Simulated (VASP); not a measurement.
# N (Pa-3) in VASP: notebook

Runs on N. Level: r2SCAN. Tasks: single point.

Program: VASP 6.6.1. These are calculated values, not measurements. Logs are shortened: lines on timing, memory, paths and dates and some standing lists are left out, and cuts for length are marked.

### 1 The cell of the first run

The structure is cubic, space group Pa-3 (No. 205). Conventional cell: a = 5.561 Å, b = 5.561 Å, c = 5.561 Å, α = 90.00°, β = 90.00°, γ = 90.00°. Within 1.5 Å of N (site symmetry 3) lie 1 N at 1.11 Å.

### 2 Single point, r2SCAN

Input file POSCAR:

```
N
1.0
    5.5605176600      0.0000000000      0.0000000000
    0.0000000000      5.5605176600      0.0000000000
    0.0000000000      0.0000000000      5.5605176600
N
8
Direct
    0.0573973300      0.0573973300      0.0573973300
    0.4426026700      0.9426026700      0.5573973300
    0.5573973300      0.4426026700      0.9426026700
    0.9426026700      0.5573973300      0.4426026700
    0.9426026700      0.9426026700      0.9426026700
    0.5573973300      0.0573973300      0.4426026700
    0.4426026700      0.5573973300      0.0573973300
    0.0573973300      0.4426026700      0.5573973300
```

Input file INCAR.step1:

```
ALGO = Normal
EDIFF = 1E-4
ENCUT = 520
GGA = PE
ISMEAR = 0
LASPH = True
LCHARG = False
LREAL = False
LWAVE = True
NBANDS = 30
NELM = 60
PREC = Accurate
SIGMA = 0.1
```

Input file INCAR.step2:

```
ALGO = Normal
EDIFF = 1E-6
ENCUT = 520
ISIF = 2
ISMEAR = 0
ISTART = 1
LASPH = True
LCHARG = True
LELF = True
LMIXTAU = True
LREAL = False
LVHAR = True
LWAVE = False
METAGGA = R2SCAN
NBANDS = 30
NELM = 60
PREC = Accurate
SIGMA = 0.1
```

Input file KPOINTS:

```
k-points
0
Gamma
  4 4 4
```

Potentials or basis: VASP PAW PBE potentials, release 64 (N).

Started as:

```
$ cat potpaw_PBE.64/N/POTCAR > POTCAR
$ cp INCAR.step1 INCAR
$ mpirun -np 1 vasp_std > vasp.out
$ cp INCAR.step2 INCAR
$ mpirun -np 1 vasp_std > vasp.out
```

OUTCAR:

```text
EDIFF = 1E-6
   ENCUT = 520
   ISIF = 2
   ISMEAR = 0
   ISTART = 1
   LASPH = True
   LREAL = False
   METAGGA = R2SCAN
   NELM = 60
   PREC = Accurate

 ion  position               nearest neighbor table
   1  0.057  0.057  0.057-   5 1.11
   2  0.443  0.943  0.557-   6 1.11
   3  0.557  0.443  0.943-   7 1.11
   4  0.943  0.557  0.443-   8 1.11
   5  0.943  0.943  0.943-   1 1.11
   6  0.557  0.057  0.443-   2 1.11
   7  0.443  0.557  0.057-   3 1.11
   8  0.057  0.443  0.557-   4 1.11

  LATTYP: Found a simple cubic cell.
 ALAT       =     5.5605176600

  Lattice vectors:

 A1 = (   5.5605176600,   0.0000000000,   0.0000000000)
 A2 = (   0.0000000000,   5.5605176600,   0.0000000000)
 A3 = (   0.0000000000,   0.0000000000,   5.5605176600)

Analysis of symmetry for initial positions (statically):
=====================================================================
 Subroutine PRICEL returns:
 Original cell was already a primitive cell.

 Routine SETGRP: Setting up the symmetry group for a
 simple cubic supercell.

 Subroutine GETGRP returns: Found 24 space group operations
 (whereof  6 operations were pure point group operations)
 out of a pool of 48 trial point group operations.

The static configuration has the point symmetry S_6 .
 The point group associated with its full space group is T_h .

Analysis of symmetry for dynamics (positions and initial velocities):
=====================================================================
 Subroutine PRICEL returns:
 Original cell was already a primitive cell.

 Routine SETGRP: Setting up the symmetry group for a
 simple cubic supercell.

 Subroutine GETGRP returns: Found 24 space group operations
 (whereof  6 operations were pure point group operations)
 out of a pool of 48 trial point group operations.

The dynamic configuration has the point symmetry S_6 .
 The point group associated with its full space group is T_h .

 Subroutine INISYM returns: Found 24 space group operations
 (whereof  6 operations are pure point group operations),
 and found     1 'primitive' translations

----------------------------------------------------------------------------------------

                                     Primitive cell

  volume of cell :     171.9276

  direct lattice vectors                    reciprocal lattice vectors
     5.560517660  0.000000000  0.000000000     0.179839371  0.000000000  0.000000000
     0.000000000  5.560517660  0.000000000     0.000000000  0.179839371  0.000000000
     0.000000000  0.000000000  5.560517660     0.000000000  0.000000000  0.179839371

  length of vectors
     5.560517660  5.560517660  5.560517660     0.179839371  0.179839371  0.179839371

  position of ions in fractional coordinates (direct lattice)
     0.057397330  0.057397330  0.057397330
     0.442602670  0.942602670  0.557397330
     0.557397330  0.442602670  0.942602670
     0.942602670  0.557397330  0.442602670
     0.942602670  0.942602670  0.942602670
     0.557397330  0.057397330  0.442602670
     0.442602670  0.557397330  0.057397330
     0.057397330  0.442602670  0.557397330

  ion indices of the primitive-cell ions
   primitive index   ion index
                 1           1
                 2           2
                 3           3
                 4           4
                 5           5
                 6           6
                 7           7
                 8           8

----------------------------------------------------------------------------------------

 KPOINTS: k-points

Automatic generation of k-mesh.
 Grid dimensions read from file:
 generate k-points for:    4    4    4

 Generating k-lattice:

  Cartesian coordinates                     Fractional coordinates (reciprocal lattice)
     0.044959843  0.000000000  0.000000000     0.250000000  0.000000000  0.000000000
     0.000000000  0.044959843  0.000000000     0.000000000  0.250000000  0.000000000
     0.000000000  0.000000000  0.044959843     0.000000000  0.000000000  0.250000000

  Length of vectors
     0.044959843  0.044959843  0.044959843

  Shift w.r.t. Gamma in fractional coordinates (k-lattice)
     0.000000000  0.000000000  0.000000000

 Subroutine IBZKPT returns following result:
 ===========================================

 Found     11 irreducible k-points:

 Following reciprocal coordinates:
            Coordinates               Weight
  0.000000  0.000000  0.000000      1.000000
  0.250000  0.000000  0.000000      6.000000
  0.500000  0.000000  0.000000      3.000000
  0.250000  0.250000  0.000000     12.000000
  0.500000  0.250000  0.000000      6.000000
 -0.250000  0.500000  0.000000      6.000000
  0.500000  0.500000  0.000000      3.000000
  0.250000  0.250000  0.250000      8.000000
  0.500000  0.250000  0.250000     12.000000
  0.500000  0.500000  0.250000      6.000000
  0.500000  0.500000  0.500000      1.000000
   k-points           NKPTS =     11   k-points in BZ     NKDIM =     11   number of bands    NBANDS=     30
   number of dos      NEDOS =    301   number of ions     NIONS =      8
   total plane-waves  NPLWV =  74088
   dimension x,y,z NGX =    42 NGY =   42 NGZ =   42
   dimension x,y,z NGXF=    84 NGYF=   84 NGZF=   84
   ions per type =               8
   NGX,Y,Z   is equivalent  to a cutoff of  12.56, 12.56, 12.56 a.u.
   NGXF,Y,Z  is equivalent  to a cutoff of  25.11, 25.11, 25.11 a.u.
 SYSTEM =  unknown system
   PREC   = accura    normal or accurate (medium, high low for compatibility)
   ISTART =      1    job   : 0-new  1-cont  2-samecut
   ICHARG =      0    charge: 1-file 2-atom 10-const
   ISPIN  =      1    spin polarized calculation?
   LNONCOLLINEAR =      F non collinear calculations
   LSORBIT =      F    spin-orbit coupling
   LASPH  =      T    aspherical Exc in radial PAW
   ENCUT  =  520.0 eV  38.22 Ry    6.18 a.u.  10.34 10.34 10.34*2*pi/ulx,y,z
   NELM   =     60;   NELMIN=  2; NELMDL=  0     # of ELM steps
   EDIFF  = 0.1E-05   stopping-criterion for ELM
   LREAL  =      F    real-space projection
   EDIFFG = 0.1E-04   stopping-criterion for IOM
   NSW    =      0    number of steps for IOM
   IBRION =     -1    ionic relax: 0-MD 1-quasi-New 2-CG
   NFREE  =      0    steps in history (QN), initial steepest desc. (CG)
   ISIF   =      2    stress and relaxation
   ISYM   =      2    0-nonsym 1-usesym 2-fastsym
   POTIM  = 0.5000    time-step for ionic-motion
   TEBEG  =    0.0;   TEEND  =   0.0 temperature during run
   PSTRESS=    0.0 pullay stress
   NELECT =      40.0000    total number of electrons
   NUPDOWN=      -1.0000    fix difference up-down
   EMIN   =  10.00;   EMAX   =-10.00  energy-range for DOS
   EFERMI =   0.00;   METHOD = LEGACY
   ISMEAR =     0;   SIGMA  =   0.10  broadening in eV -4-tet -1-fermi 0-gaus
   EFERMI_NEDOS =   21; number of points for ismear=-14 and -15
   IALGO  =     38    algorithm
   IMIX   =      4    mixing-type and parameters
     AMIX     =   0.40;   BMIX     =  1.00
     AMIX_MAG =   1.60;   BMIX_MAG =  1.00
  volume/ion in A,a.u.               =      21.49       145.03
  Fermi-wavevector in a.u.,A,eV,Ry     =   1.006884  1.902736 13.793806  1.013816
  Thomas-Fermi vector in A             =   2.139655
   LORBIT       =      0    0 simple, 1 ext, 2 COOP (PROOUT), +10 PAW based schemes
   METAGGA = R2SCAN    functional components
   LHFCALC =     F    Hartree Fock is set to
   AEXX    =    0.0000 exact exchange contribution
   IVDW    =     0    specifies the selected vdW correction
   LEPSILON=     F    determine dielectric tensor
   LRPA    =     F    only Hartree local field effects (RPA)
 non-spin polarized calculation
 Gauss-broadening in eV      SIGMA  =   0.10
  energy-cutoff  :      520.00
  volume of cell :      171.93
 maximum number of plane-waves:      4680
 NGX is ok and might be reduce to    42
   NGX = 21   NGY = 21   NGZ = 21

 number of electron      39.9999988 magnetization

 Free energy of the ion-electron system (eV)
  ---------------------------------------------------
  ext. energy  EPLUGINS =         0.00000000
  ---------------------------------------------------
  free energy    TOTEN  =       -72.98039865 eV

  energy without entropy =      -72.98039865  energy(sigma->0) =      -72.98039865

 E-fermi :  -6.3736     XC(G=0):  -6.8290

 val. band max:       -6.8670504878   @ k =   0.5000   0.0000   0.0000
 cond. band min:       1.0404842683   @ k =   0.0000   0.0000   0.0000
 fundamental gap:      7.9075347561
 Fermi energy:        -6.3736024476

 k-point     1 :       0.0000    0.0000    0.0000
  band No.  band energies     occupation
      1     -26.1209      2.00000
      2     -26.0534      2.00000
      3     -26.0534      2.00000
      4     -26.0534      2.00000
      5     -10.7697      2.00000
      6     -10.7697      2.00000
[... 22 lines left out ...]
     29       5.4721      0.00000
     30       8.5298      0.00000

 k-point     2 :       0.2500    0.0000    0.0000
  band No.  band energies     occupation
      1     -26.1109      2.00000
      2     -26.0633      2.00000
      3     -26.0533      2.00000
      4     -26.0533      2.00000
      5     -10.7637      2.00000
      6     -10.7623      2.00000
[... 22 lines left out ...]
     29       5.6071      0.00000
     30       7.3211      0.00000

 k-point     3 :       0.5000    0.0000    0.0000
  band No.  band energies     occupation
      1     -26.0871      2.00000
      2     -26.0871      2.00000
      3     -26.0532      2.00000
      4     -26.0532      2.00000
      5     -10.7562      2.00000
      6     -10.7562      2.00000
[... 253 lines left out ...]
     29       6.8996      0.00000
     30       6.8996      0.00000

 k-point    11 :       0.5000    0.5000    0.5000
  band No.  band energies     occupation
      1     -26.0699      2.00000
      2     -26.0699      2.00000
      3     -26.0699      2.00000
      4     -26.0699      2.00000
      5     -10.7639      2.00000
      6     -10.7639      2.00000
[... 22 lines left out ...]
     29       7.0985      0.00000
     30       7.0985      0.00000

------------------------ aborting loop because EDIFF is reached ----------------------------------------

  FORCE on cell =-STRESS in cart. coord.  units (eV):
  Direction    XX          YY          ZZ          XY          YZ          ZX
  --------------------------------------------------------------------------------------
  -------------------------------------------------------------------------------------
  Total        0.1247715      0.1247715      0.1247715     -0.0000000      0.0000000      0.0000000
  in kB        1.1627342      1.1627342      1.1627342     -0.0000000      0.0000000      0.0000000
  external PRESSURE =       1.1627342 kB  Pullay stress =       0.0000000 kB

 VOLUME and BASIS-vectors are now :
 -----------------------------------------------------------------------------
  energy-cutoff  :      520.00
  volume of cell :      171.93
      direct lattice vectors                 reciprocal lattice vectors
     5.560517660  0.000000000  0.000000000     0.179839371  0.000000000  0.000000000
     0.000000000  5.560517660  0.000000000     0.000000000  0.179839371  0.000000000
     0.000000000  0.000000000  5.560517660     0.000000000  0.000000000  0.179839371

 POSITION                                       TOTAL-FORCE (eV/Angst)
 -----------------------------------------------------------------------------------
      0.31916      0.31916      0.31916         0.086402      0.086402      0.086402
      2.46110      5.24136      3.09942        -0.086402     -0.086402      0.086402
      3.09942      2.46110      5.24136         0.086402     -0.086402     -0.086402
      5.24136      3.09942      2.46110        -0.086402      0.086402     -0.086402
      5.24136      5.24136      5.24136        -0.086402     -0.086402     -0.086402
      3.09942      0.31916      2.46110         0.086402      0.086402     -0.086402
      2.46110      3.09942      0.31916        -0.086402      0.086402      0.086402
      0.31916      2.46110      3.09942         0.086402     -0.086402      0.086402
 -----------------------------------------------------------------------------------
    total drift:                               -0.000000      0.000000      0.000000

  FREE ENERGIE OF THE ION-ELECTRON SYSTEM (eV)
  ---------------------------------------------------
  free  energy   TOTEN  =       -72.9803986504 eV

  energy  without entropy=      -72.9803986504  energy(sigma->0) =      -72.98039865
```

It took 90 s on 1 thread of Intel Xeon 6975P-C (Granite Rapids), shared host; peak memory 0.28 GiB.

What came out:

```yaml
Free_energy: -72.9804 eV
Pressure: 0.1 GPa
Largest_force: 0.150 eV/Å
Band_gap_on_the_k_mesh: 7.91 eV (least direct gap 7.94 eV)
```

Forces on the atoms (eV/Å):
```
N    0.086  0.086  0.086
N   -0.086 -0.086  0.086
N    0.086 -0.086 -0.086
N   -0.086  0.086 -0.086
N   -0.086 -0.086 -0.086
N    0.086  0.086 -0.086
N   -0.086  0.086  0.086
N    0.086 -0.086  0.086
```

Caveat: the standard files for N, O and F lose accuracy on very short bonds; the PAW data sets were made with another functional, which shifts forces and pressure a little. A k mesh can miss the band edges.

### 3 Single point, r2SCAN

This run uses another cell than the first one, of 23.29 Å³/atom.

Input file POSCAR:

```
N
1.0
    5.7113810776      0.0000000000      0.0000000000
    0.0000000000      5.7113810776      0.0000000000
    0.0000000000      0.0000000000      5.7113810776
N
8
Direct
    0.0552465387      0.0552465387      0.0552465387
    0.4447534613      0.9447534613      0.5552465387
    0.5552465387      0.4447534613      0.9447534613
    0.9447534613      0.5552465387      0.4447534613
    0.9447534613      0.9447534613      0.9447534613
    0.5552465387      0.0552465387      0.4447534613
    0.4447534613      0.5552465387      0.0552465387
    0.0552465387      0.4447534613      0.5552465387
```

Input file INCAR.step1:

```
PREC = Accurate
ENCUT = 520
ISMEAR = 0
SIGMA = 0.1
LREAL = False
LASPH = True
NELM = 60
NBANDS = 30
GGA = PE
ALGO = Normal
EDIFF = 1E-4
LWAVE = True
LCHARG = False
```

Input file INCAR.step2:

```
PREC = Accurate
ENCUT = 520
EDIFF = 1E-7
ISMEAR = 0
SIGMA = 0.1
LREAL = False
LASPH = True
NELM = 60
ALGO = Normal
ISIF = 2
LWAVE = False
LCHARG = False
METAGGA = R2SCAN
LMIXTAU = True
NBANDS = 30
ISTART = 1
```

Input file KPOINTS:

```
Automatic mesh
0
Gamma
  4 4 4
```

Potentials or basis: VASP PAW PBE potentials, release 64 (N).

Started as:

```
$ cat potpaw_PBE.64/N/POTCAR > POTCAR
$ cp INCAR.step1 INCAR
$ mpirun -np 1 vasp_std > vasp.out
$ cp INCAR.step2 INCAR
$ mpirun -np 1 vasp_std > vasp.out
```

Wall time 1.8 min (1 thread of Intel Xeon 6975P-C (Granite Rapids), shared host); peak memory 0.29 GiB.

The run converged. Its results:

| Property | Result |
| --- | --- |
| Free energy | -72.9314 eV |
| Pressure | 2.6 GPa |
| Largest force | 2.300 eV/Å |
| Band gap on the k mesh | 8.19 eV (least direct gap 8.21 eV) |

Forces in eV/Å, atoms in the order of the input:
```
N    1.328  1.328  1.328
N   -1.328 -1.328  1.328
N    1.328 -1.328 -1.328
N   -1.328  1.328 -1.328
N   -1.328 -1.328 -1.328
N    1.328  1.328 -1.328
N   -1.328  1.328  1.328
N    1.328 -1.328  1.328
```

Levels at points of the mesh, in eV from the valence-band top:
```csv
k point,band 18,band 19,band 20,band 21,band 22,band 23
"(0.00, 0.00, 0.00)",-0.02,-0.02,-0.02,8.19,8.19,8.19
"(0.50, 0.00, 0.00)",-0.29,0.00,0.00,8.44,8.44,8.80
"(0.50, 0.50, 0.00)",-0.15,-0.15,-0.15,8.79,8.79,8.79
"(0.50, 0.50, 0.50)",-0.20,-0.20,-0.20,8.80,8.80,8.80
```

Caveat: the standard files for N, O and F lose accuracy on very short bonds; the PAW data sets were made with another functional, which shifts forces and pressure a little. A k mesh can miss the band edges.
